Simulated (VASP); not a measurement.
A run of VASP 6.6.1 is set up as follows.

The input INCAR:

```
  PREC = Accurate
  ENCUT = 560
  EDIFF = 1E-6
  ISMEAR = -1
  SIGMA = 0.05
  LREAL = F
  LASPH = T
  NELM = 120
  ALGO = Normal
  ISIF = 2
  LWAVE = F
  LCHARG = T
  GGA = CA
  LELF = T
  LVHAR = T
  NBANDS = 14
  GGA_COMPAT = F
```

File KPOINTS:

```
Automatic mesh
0
Gamma
  13 13 13
```

File POSCAR:

```
Ir
1.0
    0.0000000000      1.9156000000      1.9156000000
    1.9156000000      0.0000000000      1.9156000000
    1.9156000000      1.9156000000      0.0000000000
Ir
1
Direct
    0.0000000000      0.0000000000      0.0000000000
```

Potentials or basis: VASP PAW LDA potentials, release 64 (Ir_sv_GW).

Launch:

```bash
$ cat potpaw_LDA.64/Ir_sv_GW/POTCAR > POTCAR
$ mpirun -np 1 vasp_std > vasp.out
```

What does it give for the pressure?

-6.3 GPa.

What does it give for the band gap on the k mesh?

Zero (an odd number of electrons rules out a gap without spin polarisation).

Caveat: the cell stands under tension; spin-orbit coupling is left out, which moves the levels of the heavy elements.
